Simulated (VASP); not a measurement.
# GaSb (Immm) in VASP: a series of runs, part 2 of 3

VASP 6.6.1.

**3. Single point, LDA**

This run uses another cell than the first one, of the same volume but with other edges.

INCAR

```
  PREC = Accurate
  ENCUT = 520
  EDIFF = 1E-6
  ISMEAR = 0
  SIGMA = 0.15
  LREAL = False
  LASPH = True
  NELM = 80
  ALGO = Normal
  ISIF = 2
  LWAVE = False
  LCHARG = False
  NBANDS = 16
```

KPOINTS

```
Automatic mesh
0
Gamma
  16 16 16
```

POSCAR

```
GaSb
1.0
   -1.4537831383      2.5118048186      3.0144395094
    1.4537831383     -2.5118048186      3.0144395094
    1.4537831383      2.5118048186     -3.0144395094
Ga Sb
1 1
Direct
    0.0000000000      0.0000000000      0.0000000000
    0.5000000000      0.5000000000      0.0000000000
```

Potentials or basis: VASP PAW LDA potentials, release 64 (Ga_d, Sb).

On the command line:

```sh
$ cat potpaw_LDA.64/Ga_d/POTCAR potpaw_LDA.64/Sb/POTCAR > POTCAR
$ mpirun -np 1 vasp_std > vasp.out
```

OUTCAR:

```text
PREC = Accurate
   ENCUT = 520
   EDIFF = 1E-6
   ISMEAR = 0
   LREAL = False
   LASPH = True
   NELM = 80
   ISIF = 2

 ion  position               nearest neighbor table
   1  0.000  0.000  0.000-   2 2.90   2 2.90   2 2.90   2 2.90   2 3.01   2 3.01
   2  0.500  0.500  0.000-   1 2.90   1 2.90   1 2.90   1 2.90   1 3.01   1 3.01

  LATTYP: Found a body centered orthorhombic cell.
 ALAT       =     2.9075662766
 B/A-ratio  =     1.7277713246
 C/A-ratio  =     2.0735138756

  Lattice vectors:

 A1 = (  -1.4537831383,   2.5118048186,   3.0144395094)
 A2 = (   1.4537831383,  -2.5118048186,   3.0144395094)
 A3 = (   1.4537831383,   2.5118048186,  -3.0144395094)

Analysis of symmetry for initial positions (statically):
=====================================================================
 Subroutine PRICEL returns:
 Original cell was already a primitive cell.

 Routine SETGRP: Setting up the symmetry group for a
 body centered orthorhombic supercell.

 Subroutine GETGRP returns: Found  8 space group operations
 (whereof  8 operations were pure point group operations)
 out of a pool of  8 trial point group operations.

The static configuration has the point symmetry D_2h.

Analysis of symmetry for dynamics (positions and initial velocities):
=====================================================================
 Subroutine PRICEL returns:
 Original cell was already a primitive cell.

 Routine SETGRP: Setting up the symmetry group for a
 body centered orthorhombic supercell.

 Subroutine GETGRP returns: Found  8 space group operations
 (whereof  8 operations were pure point group operations)
 out of a pool of  8 trial point group operations.

The dynamic configuration has the point symmetry D_2h.

 Subroutine INISYM returns: Found  8 space group operations
 (whereof  8 operations are pure point group operations),
 and found     1 'primitive' translations
[... 105 lines left out ...]
   PSTRESS=    0.0 pullay stress
   NELECT =      18.0000    total number of electrons
   NUPDOWN=      -1.0000    fix difference up-down
   EMIN   =  10.00;   EMAX   =-10.00  energy-range for DOS
   EFERMI =   0.00;   METHOD = LEGACY
   ISMEAR =     0;   SIGMA  =   0.15  broadening in eV -4-tet -1-fermi 0-gaus
   EFERMI_NEDOS =   21; number of points for ismear=-14 and -15
   IALGO  =     38    algorithm
   IMIX   =      4    mixing-type and parameters
     AMIX     =   0.40;   BMIX     =  1.00
     AMIX_MAG =   1.60;   BMIX_MAG =  1.00
  volume/ion in A,a.u.               =      22.02       148.57
  Fermi-wavevector in a.u.,A,eV,Ry     =   1.215015  2.296045 20.085756  1.476261
  Thomas-Fermi vector in A             =   2.350416
   LORBIT       =      0    0 simple, 1 ext, 2 COOP (PROOUT), +10 PAW based schemes
   GGA     = CA    functional components
   LHFCALC =     F    Hartree Fock is set to
   AEXX    =    0.0000 exact exchange contribution
   IVDW    =     0    specifies the selected vdW correction
   LEPSILON=     F    determine dielectric tensor
   LRPA    =     F    only Hartree local field effects (RPA)
 non-spin polarized calculation
 Gauss-broadening in eV      SIGMA  =   0.15
  energy-cutoff  :      520.00
  volume of cell :       44.03
 maximum number of plane-waves:      1215
   NGX = 15   NGY = 15   NGZ = 15

 number of electron      18.0000009 magnetization

 Free energy of the ion-electron system (eV)
  ---------------------------------------------------
  ext. energy  EPLUGINS =         0.00000000
  ---------------------------------------------------
  free energy    TOTEN  =        -8.19479194 eV

  energy without entropy =       -8.18551989  energy(sigma->0) =       -8.19015591

 E-fermi :   7.4722     XC(G=0): -10.8679

 val. band max:        7.4710769975   @ k =   0.2500   0.0625   0.0000
 cond. band min:       7.4753782552   @ k =  -0.1250  -0.3750   0.0625
 fundamental gap:      0.0043012577
 Fermi energy:         7.4721826917

 k-point     1 :       0.0000    0.0000    0.0000
  band No.  band energies     occupation
      1      -7.7112      2.00000
      2      -7.5838      2.00000
      3      -7.5693      2.00000
      4      -7.5250      2.00000
      5      -7.4774      2.00000
      6      -5.3294      2.00000
[... 433 lines left out ...]
      3      -7.5673      2.00000
      4      -7.5311      2.00000
      5      -7.4814      2.00000
      6      -5.1643      2.00000
[... 8 lines left out ...]
     15      16.5161      0.00000
     16      18.4633      0.00000

 [... further k-points ...]
[... 5 lines left out ...]
  --------------------------------------------------------------------------------------
  -------------------------------------------------------------------------------------
  Total        2.5617115      1.7017850     -2.0826408     -0.0000000      0.0000000      0.0000000
  in kB       93.2156256     61.9245960    -75.7831867     -0.0000000      0.0000000      0.0000000
  external PRESSURE =      26.4523449 kB  Pullay stress =       0.0000000 kB

 VOLUME and BASIS-vectors are now :
 -----------------------------------------------------------------------------
  energy-cutoff  :      520.00
  volume of cell :       44.03
      direct lattice vectors                 reciprocal lattice vectors
    -1.453783138  2.511804819  3.014439509     0.000000000  0.199060053  0.165868314
     1.453783138 -2.511804819  3.014439509     0.343930251  0.000000000  0.165868314
     1.453783138  2.511804819 -3.014439509     0.343930251  0.199060053  0.000000000

 POSITION                                       TOTAL-FORCE (eV/Angst)
 -----------------------------------------------------------------------------------
      0.00000      0.00000      0.00000        -0.000000      0.000000     -0.000000
      0.00000      0.00000      3.01444         0.000000     -0.000000      0.000000
 -----------------------------------------------------------------------------------
    total drift:                                0.000000     -0.000000     -0.000000

  FREE ENERGIE OF THE ION-ELECTRON SYSTEM (eV)
  ---------------------------------------------------
  free  energy   TOTEN  =        -8.1947919387 eV

  energy  without entropy=       -8.1855198882  energy(sigma->0) =       -8.19015591
```

stdout:

```text
POSCAR found type information on POSCAR GaSb
 POSCAR found :  2 types and       2 ions
 scaLAPACK will be used
 LDA part: xc-table for (Slater(with rela. corr.)+CA(PZ))
 , standard interpolation
 POSCAR, INCAR and KPOINTS ok, starting setup
 FFT: planning ... GRIDC
 FFT: planning ... GRID_SOFT
 FFT: planning ... GRID
 WAVECAR not read
 entering main loop
```

Run time: 2.3 min. Hardware: 1 thread of Intel Xeon Platinum 8488C (Sapphire Rapids), shared host; peak memory 0.53 GiB.

Results:

```yaml
Free_energy: -8.1948 eV
Pressure: 2.6 GPa
Band_gap_on_the_k_mesh: zero (bands 9 and 10 overlap by 5.44 eV)
```

Caveat: the cell differs from its parent crystal (strain +e along x and -e along y -0.0400, strain +e along z and -e/2 along x and y +0.0750); the stress differs along the axes, from -8 to 9 GPa; spin-orbit coupling is left out, which moves the levels of the heavy elements.

(Part 2 of 3 ends here.)
